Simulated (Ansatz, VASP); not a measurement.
MoS2 in VASP and in Ansatz

File INCAR:

```
ALGO = Normal ; EDIFF = 1E-7
ENCUT = 520 ; GGA = PE
ISIF = 2 ; ISMEAR = 0
IVDW = 12 ; LASPH = T
LCHARG = F ; LREAL = F
LWAVE = F ; NBANDS = 20
NELM = 60 ; PREC = Accurate
SIGMA = 0.15
```

The input KPOINTS:

```
k-points
0
Gamma
  15 15 15
```

The input POSCAR:

```
MoS2
1.0
    1.5671157387      0.9681089221      5.9549887142
   -1.5671157387      0.9681089221      5.9549887142
    0.0000000000     -1.9362178443      5.9549887142
Mo S
1 2
Direct
    0.0000000000      0.0000000000      0.0000000000
    0.7688044826      0.7688044826      0.7315023783
    0.2311955174      0.2311955174      0.2684976217
```

Input for Ansatz:

```yaml
crystal:
  lattice:
    - [1.5671157387, 0.9681089221, 5.9549887142]
    - [-1.5671157387, 0.9681089221, 5.9549887142]
    - [0.0, -1.9362178443, 5.9549887142]
  atoms:
    - { symbol: Mo, position: [0.0, 0.0, 0.0] }
    - { symbol: S, position: [0.7688044826, 0.7688044826, 0.7315023783] }
    - { symbol: S, position: [0.2311955174, 0.2311955174, 0.2684976217] }
basis:
  ecutwfc: 420
kpoints:
  mp_grid: { grid: [15, 15, 15] }
hamiltonian:
  xc: pbe
  pseudopotentials: { kind: paw, azcp: { folder: soft_1 } }
  dispersion: d3bj
scf:
  occupations: { method: gaussian, width: 0.15 }
output:
  forces: true
  stress: true
  eigenvalues: true
```

Change from the starting cell: mode 7 frozen in at +0.068 Å, normal strain along y +0.0700.

Alike in both runs: task single point; functional PBE; dispersion D3(BJ); k mesh 15 × 15 × 15; occupations gaussian, width 0.15 eV; no spin polarisation.

|  | VASP | Ansatz |
| --- | --- | --- |
| version | VASP 6.6.1 | Ansatz 0.2.0 |
| potentials or method | VASP PAW PBE potentials, release 64 (Mo_sv, S), cutoff 520 eV | scalar-relativistic, plane waves, PAW |
| valence electrons in the cell | 26 | 26 |

Ansatz gave:

| Item | Value |
| --- | --- |
| gap on the k mesh at the Fermi level (eV) | none |
| pressure (GPa) | -8.2 |
| traceless stress, the component that is largest in VASP (GPa) | -5.00 |
| rms of the force components (eV/Å) | 0.385 |

Question: Which values does VASP return?

Answer: gap on the k mesh at the Fermi level (eV): none; pressure (GPa): -8.3; traceless stress, the component that is largest in VASP (GPa): -5.01; rms of the force components (eV/Å): 0.388.

Atom by atom the forces differ by 0.003 eV/Å (rms over components). A gap of «none» marks a metal or a gap that the smearing closes.
